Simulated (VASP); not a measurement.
# TiAl (P4mm) in VASP: single point with r2SCAN

Aim: the single point of TiAl with r2SCAN.

All numbers are computed with VASP 6.6.1; they aren't measurements. Logs are shortened: lines on timing, memory, paths and dates and some standing lists are left out, and cuts for length are marked.

## Step 1: The cell of the first run

It takes space group P4mm (No. 99, tetragonal). Conventional cell: a = 3.171 Å, b = 3.171 Å, c = 12.514 Å, α = 90.00°, β = 90.00°, γ = 90.00°. Ti (site symmetry 4mm) has 4 Al at 2.75 Å and 5 Ti at 3.17 Å within 3.6 Å. Ti (site symmetry 4mm) has 8 Al at 2.75 Å and 5 Ti at 3.17 Å within 3.6 Å. Within 3.6 Å of Ti (site symmetry 4mm) lie 8 Al at 2.75 Å and 6 Ti at 3.17 Å. Al (site symmetry 4mm) has 4 Ti at 2.75 Å and 5 Al at 3.17 Å within 3.6 Å. Al (site symmetry 4mm) has 8 Ti at 2.75 Å and 6 Al at 3.17 Å within 3.6 Å. Within 3.6 Å of Al (site symmetry 4mm) lie 8 Ti at 2.75 Å and 5 Al at 3.17 Å.

## Step 2: Single point, r2SCAN (the distance across one plane changed)

Contents of POSCAR:

```
TiAl
1.0
    0.0000000000     -3.1713456453      0.0000000000
    0.0000000000      0.0000000000     -3.1713456453
   12.5140369359      0.0000000000      0.0000000000
Ti Al
3 3
Direct
    1.0000000000      0.0000000000      0.6969007685
    1.0000000000      0.0000000000      0.1900546306
    1.0000000000      0.0000000000      0.4434776995
    0.5000000000      0.5000000000      0.0633430961
    0.5000000000      0.5000000000      0.3167661650
    0.5000000000      0.5000000000      0.5701892340
```

Contents of INCAR.step1:

```
ALGO = Normal ; EDIFF = 1E-4
ENCUT = 520 ; GGA = PE
ISMEAR = 0 ; KPAR = 4
LASPH = True ; LCHARG = False
LREAL = False ; LWAVE = True
NBANDS = 32 ; NELM = 100
PREC = Accurate ; SIGMA = 0.15
```

Contents of INCAR.step2:

```
ALGO = Normal ; EDIFF = 1E-6
ENCUT = 520 ; ISIF = 2
ISMEAR = 0 ; ISTART = 1
KPAR = 4 ; LASPH = True
LCHARG = False ; LMIXTAU = True
LREAL = False ; LWAVE = False
METAGGA = R2SCAN ; NBANDS = 32
NELM = 100 ; PREC = Accurate
SIGMA = 0.15
```

Contents of KPOINTS:

```
k-points
0
Gamma
  19 19 7
```

Potentials or basis: VASP PAW PBE potentials, release 64 (Ti_sv, Al).

Started as:

```sh
> cat potpaw_PBE.64/Ti_sv/POTCAR potpaw_PBE.64/Al/POTCAR > POTCAR
> cp INCAR.step1 INCAR
> mpirun -np 4 vasp_std > vasp.out
> cp INCAR.step2 INCAR
> mpirun -np 4 vasp_std > vasp.out
```

OUTCAR:

```text
EDIFF = 1E-6
   ENCUT = 520
   ISIF = 2
   ISMEAR = 0
   ISTART = 1
   LASPH = True
   LREAL = False
   METAGGA = R2SCAN
   NELM = 100
   PREC = Accurate

 ion  position               nearest neighbor table
   1  0.000  0.000  0.697-   6 2.75   6 2.75   6 2.75   6 2.75
   2  0.000  0.000  0.190-   5 2.75   5 2.75   5 2.75   5 2.75   4 2.75   4 2.75   4 2.75   4 2.75

   3  0.000  0.000  0.443-   6 2.75   6 2.75   6 2.75   6 2.75   5 2.75   5 2.75   5 2.75   5 2.75

   4  0.500  0.500  0.063-   2 2.75   2 2.75   2 2.75   2 2.75   5 3.17
   5  0.500  0.500  0.317-   2 2.75   2 2.75   2 2.75   2 2.75   3 2.75   3 2.75   3 2.75   3 2.75
                             4 3.17   6 3.17
   6  0.500  0.500  0.570-   3 2.75   3 2.75   3 2.75   3 2.75   1 2.75   1 2.75   1 2.75   1 2.75
                             5 3.17

  LATTYP: Found a simple tetragonal cell.
 ALAT       =     3.1713456453
 C/A-ratio  =     3.9459706811

  Lattice vectors:

 A1 = (   0.0000000000,  -3.1713456453,   0.0000000000)
 A2 = (   0.0000000000,   0.0000000000,  -3.1713456453)
 A3 = (  12.5140369359,   0.0000000000,   0.0000000000)

Analysis of symmetry for initial positions (statically):
=====================================================================
 Subroutine PRICEL returns:
 Original cell was already a primitive cell.

 Routine SETGRP: Setting up the symmetry group for a
 simple tetragonal supercell.

 Subroutine GETGRP returns: Found  8 space group operations
 (whereof  8 operations were pure point group operations)
 out of a pool of 16 trial point group operations.

The static configuration has the point symmetry C_4v.

Analysis of symmetry for dynamics (positions and initial velocities):
=====================================================================
 Subroutine PRICEL returns:
 Original cell was already a primitive cell.

 Routine SETGRP: Setting up the symmetry group for a
 simple tetragonal supercell.

 Subroutine GETGRP returns: Found  8 space group operations
 (whereof  8 operations were pure point group operations)
 out of a pool of 16 trial point group operations.

The dynamic configuration has the point symmetry C_4v.

 Subroutine INISYM returns: Found  8 space group operations
 (whereof  8 operations are pure point group operations),
 and found     1 'primitive' translations

----------------------------------------------------------------------------------------

                                     Primitive cell

  volume of cell :     125.8591

  direct lattice vectors                    reciprocal lattice vectors
     0.000000000 -3.171345645  0.000000000     0.000000000 -0.315323560  0.000000000
     0.000000000  0.000000000 -3.171345645     0.000000000  0.000000000 -0.315323560
    12.514036936  0.000000000  0.000000000     0.079910264  0.000000000  0.000000000

  length of vectors
     3.171345645  3.171345645 12.514036936     0.315323560  0.315323560  0.079910264

  position of ions in fractional coordinates (direct lattice)
     0.000000000  0.000000000  0.696900769
     0.000000000  0.000000000  0.190054631
     0.000000000  0.000000000  0.443477700
     0.500000000  0.500000000  0.063343096
     0.500000000  0.500000000  0.316766165
     0.500000000  0.500000000  0.570189234

  ion indices of the primitive-cell ions
   primitive index   ion index
                 1           1
                 2           2
                 3           3
                 4           4
                 5           5
                 6           6

----------------------------------------------------------------------------------------

 KPOINTS: k-points

Automatic generation of k-mesh.
 Grid dimensions read from file:
 generate k-points for:   19   19    7

 Generating k-lattice:

  Cartesian coordinates                     Fractional coordinates (reciprocal lattice)
     0.000000000 -0.016595977  0.000000000     0.052631579  0.000000000  0.000000000
     0.000000000  0.000000000 -0.016595977     0.000000000  0.052631579  0.000000000
     0.011415752  0.000000000  0.000000000     0.000000000  0.000000000  0.142857143

  Length of vectors
     0.016595977  0.016595977  0.011415752

  Shift w.r.t. Gamma in fractional coordinates (k-lattice)
     0.000000000  0.000000000  0.000000000

 Subroutine IBZKPT returns following result:
 ===========================================

 Found    220 irreducible k-points:

 Following reciprocal coordinates:
            Coordinates               Weight
  0.000000  0.000000  0.000000      1.000000
  0.052632  0.000000  0.000000      4.000000
  0.105263  0.000000  0.000000      4.000000
  0.157895  0.000000  0.000000      4.000000
  0.210526  0.000000  0.000000      4.000000
  0.263158  0.000000  0.000000      4.000000
[... 16 lines left out ...]
  0.263158  0.105263  0.000000      8.000000
  0.315789  0.105263  0.000000      8.000000
 [... further k-points ...]
   k-points           NKPTS =    220   k-points in BZ     NKDIM =    220   number of bands    NBANDS=     32
   number of dos      NEDOS =    301   number of ions     NIONS =      6
   total plane-waves  NPLWV =  55296
   dimension x,y,z NGX =    24 NGY =   24 NGZ =   96
   dimension x,y,z NGXF=    48 NGYF=   48 NGZF=  192
   ions per type =               3   3
   NGX,Y,Z   is equivalent  to a cutoff of  12.58, 12.58, 12.75 a.u.
   NGXF,Y,Z  is equivalent  to a cutoff of  25.16, 25.16, 25.51 a.u.
 SYSTEM =  unknown system
   PREC   = accura    normal or accurate (medium, high low for compatibility)
   ISTART =      1    job   : 0-new  1-cont  2-samecut
   ICHARG =      0    charge: 1-file 2-atom 10-const
   ISPIN  =      1    spin polarized calculation?
   LNONCOLLINEAR =      F non collinear calculations
   LSORBIT =      F    spin-orbit coupling
   LASPH  =      T    aspherical Exc in radial PAW
   ENCUT  =  520.0 eV  38.22 Ry    6.18 a.u.   5.90  5.90 23.27*2*pi/ulx,y,z
   NELM   =    100;   NELMIN=  2; NELMDL=  0     # of ELM steps
   EDIFF  = 0.1E-05   stopping-criterion for ELM
   LREAL  =      F    real-space projection
   EDIFFG = 0.1E-04   stopping-criterion for IOM
   NSW    =      0    number of steps for IOM
   IBRION =     -1    ionic relax: 0-MD 1-quasi-New 2-CG
   NFREE  =      0    steps in history (QN), initial steepest desc. (CG)
   ISIF   =      2    stress and relaxation
   ISYM   =      2    0-nonsym 1-usesym 2-fastsym
   POTIM  = 0.5000    time-step for ionic-motion
   TEBEG  =    0.0;   TEEND  =   0.0 temperature during run
   PSTRESS=    0.0 pullay stress
   NELECT =      45.0000    total number of electrons
   NUPDOWN=      -1.0000    fix difference up-down
   EMIN   =  10.00;   EMAX   =-10.00  energy-range for DOS
   EFERMI =   0.00;   METHOD = LEGACY
   ISMEAR =     0;   SIGMA  =   0.15  broadening in eV -4-tet -1-fermi 0-gaus
   EFERMI_NEDOS =   21; number of points for ismear=-14 and -15
   IALGO  =     38    algorithm
   IMIX   =      4    mixing-type and parameters
     AMIX     =   0.40;   BMIX     =  1.00
     AMIX_MAG =   1.60;   BMIX_MAG =  1.00
  volume/ion in A,a.u.               =      20.98       141.56
  Fermi-wavevector in a.u.,A,eV,Ry     =   1.161941  2.195750 18.369325  1.350107
  Thomas-Fermi vector in A             =   2.298508
   LORBIT       =      0    0 simple, 1 ext, 2 COOP (PROOUT), +10 PAW based schemes
   METAGGA = R2SCAN    functional components
   LHFCALC =     F    Hartree Fock is set to
   AEXX    =    0.0000 exact exchange contribution
   IVDW    =     0    specifies the selected vdW correction
   LEPSILON=     F    determine dielectric tensor
   LRPA    =     F    only Hartree local field effects (RPA)
 non-spin polarized calculation
 Gauss-broadening in eV      SIGMA  =   0.15
  energy-cutoff  :      520.00
  volume of cell :      125.86
 maximum number of plane-waves:      3431
 NGX is ok and might be reduce to    24
   NGX = 11   NGY = 11   NGZ = 47

 number of electron      44.9999981 magnetization

 Free energy of the ion-electron system (eV)
  ---------------------------------------------------
  ext. energy  EPLUGINS =         0.00000000
  ---------------------------------------------------
  free energy    TOTEN  =       -58.75568493 eV

  energy without entropy =      -58.69424133  energy(sigma->0) =      -58.72496313

 E-fermi :   5.9615     XC(G=0): -10.2708

 val. band max:        5.9613349961   @ k =   0.3158   0.0526   0.0000
 cond. band min:       5.9625321326   @ k =   0.2105   0.1053   0.0000
 fundamental gap:      0.0011971366
 Fermi energy:         5.9614659543

 k-point     1 :       0.0000    0.0000    0.0000
  band No.  band energies     occupation
      1     -53.6409      2.00000
      2     -53.3800      2.00000
      3     -53.2530      2.00000
      4     -28.9561      2.00000
      5     -28.7217      2.00000
      6     -28.7217      2.00000
[... 24 lines left out ...]
     31       8.1400      0.00000
     32       8.2388      0.00000

 k-point     2 :       0.0526    0.0000    0.0000
  band No.  band energies     occupation
      1     -53.6405      2.00000
      2     -53.3795      2.00000
      3     -53.2526      2.00000
      4     -28.9556      2.00000
      5     -28.7263      2.00000
      6     -28.7213      2.00000
[... 24 lines left out ...]
     31       8.0949      0.00000
     32       8.1917      0.00000

 k-point     3 :       0.1053    0.0000    0.0000
  band No.  band energies     occupation
      1     -53.6393      2.00000
      2     -53.3782      2.00000
      3     -53.2513      2.00000
      4     -28.9542      2.00000
      5     -28.7396      2.00000
      6     -28.7202      2.00000
[... 24 lines left out ...]
     31       8.0480      0.00000
     32       8.0690      0.00000

 k-point     4 :       0.1579    0.0000    0.0000
  band No.  band energies     occupation
      1     -53.6374      2.00000
      2     -53.3763      2.00000
      3     -53.2493      2.00000
      4     -28.9520      2.00000
      5     -28.7600      2.00000
      6     -28.7185      2.00000
[... 24 lines left out ...]
     31       7.9117      0.00000
     32       8.0903      0.00000

 k-point     5 :       0.2105    0.0000    0.0000
  band No.  band energies     occupation
      1     -53.6352      2.00000
      2     -53.3739      2.00000
      3     -53.2469      2.00000
      4     -28.9493      2.00000
      5     -28.7854      2.00000
      6     -28.7163      2.00000
[... 584 lines left out ...]
     31       7.7371      0.00000
     32       8.2121      0.00000

 k-point    22 :       0.2105    0.1053    0.0000
  band No.  band energies     occupation
      1     -53.6336      2.00000
      2     -53.3722      2.00000
      3     -53.2452      2.00000
      4     -28.9474      2.00000
      5     -28.7836      2.00000
      6     -28.7339      2.00000
[... 24 lines left out ...]
     31       7.6973      0.00000
     32       8.2040      0.00000

 k-point    23 :       0.2632    0.1053    0.0000
  band No.  band energies     occupation
      1     -53.6311      2.00000
      2     -53.3696      2.00000
      3     -53.2425      2.00000
      4     -28.9445      2.00000
      5     -28.8110      2.00000
      6     -28.7314      2.00000
[... 24 lines left out ...]
     31       7.7385      0.00000
     32       8.1280      0.00000

 k-point    24 :       0.3158    0.1053    0.0000
  band No.  band energies     occupation
      1     -53.6287      2.00000
      2     -53.3670      2.00000
      3     -53.2399      2.00000
      4     -28.9416      2.00000
      5     -28.8375      2.00000
      6     -28.7291      2.00000
[... 24 lines left out ...]
     31       7.7761      0.00000
     32       8.0326      0.00000

 [... further k-points ...]

------------------------ aborting loop because EDIFF is reached ----------------------------------------

  FORCE on cell =-STRESS in cart. coord.  units (eV):
  Direction    XX          YY          ZZ          XY          YZ          ZX
  --------------------------------------------------------------------------------------
  -------------------------------------------------------------------------------------
  Total       -1.2898804     -4.2350300     -4.2350300      0.0000000      0.0000000      0.0000000
  in kB      -16.4200869    -53.9116327    -53.9116327      0.0000000      0.0000000      0.0000000
  external PRESSURE =     -41.4144508 kB  Pullay stress =       0.0000000 kB

 VOLUME and BASIS-vectors are now :
 -----------------------------------------------------------------------------
  energy-cutoff  :      520.00
  volume of cell :      125.86
      direct lattice vectors                 reciprocal lattice vectors
     0.000000000 -3.171345645  0.000000000     0.000000000 -0.315323560  0.000000000
     0.000000000  0.000000000 -3.171345645     0.000000000  0.000000000 -0.315323560
    12.514036936  0.000000000  0.000000000     0.079910264  0.000000000  0.000000000

 POSITION                                       TOTAL-FORCE (eV/Angst)
 -----------------------------------------------------------------------------------
      8.72104      0.00000      0.00000         0.003053     -0.000000     -0.000000
      2.37835      0.00000      0.00000        -0.395109     -0.000000      0.000000
      5.54970      0.00000      0.00000         0.037922     -0.000000      0.000000
      0.79268     -1.58567     -1.58567        -0.041958     -0.000000      0.000000
      3.96402     -1.58567     -1.58567         0.054563     -0.000000      0.000000
      7.13537     -1.58567     -1.58567         0.341529      0.000000      0.000000
 -----------------------------------------------------------------------------------
    total drift:                                0.000484     -0.000000     -0.000000

  FREE ENERGIE OF THE ION-ELECTRON SYSTEM (eV)
  ---------------------------------------------------
  free  energy   TOTEN  =       -58.7556849262 eV

  energy  without entropy=      -58.6942413252  energy(sigma->0) =      -58.72496313
```

Wall time 28 min (4 MPI ranks of Oxide Virtual Turin-like, shared host); peak memory 0.74 GiB.

What came out:

```
Free energy            : -58.7557 eV
Pressure               : -4.1 GPa
Largest force          : 0.395 eV/Å
Band gap on the k mesh : zero (an odd number of electrons rules out a gap without spin polarisation)
```

Forces on the atoms (eV/Å):
```
Ti   0.003  0.000  0.000
Ti  -0.395  0.000  0.000
Ti   0.038  0.000  0.000
Al  -0.042  0.000  0.000
Al   0.055  0.000  0.000
Al   0.342  0.000  0.000
```

Caveat: the cell differs from its parent crystal (the distance across one plane changed); the cell stands under tension; the PAW data sets were made with another functional, which shifts forces and pressure a little.
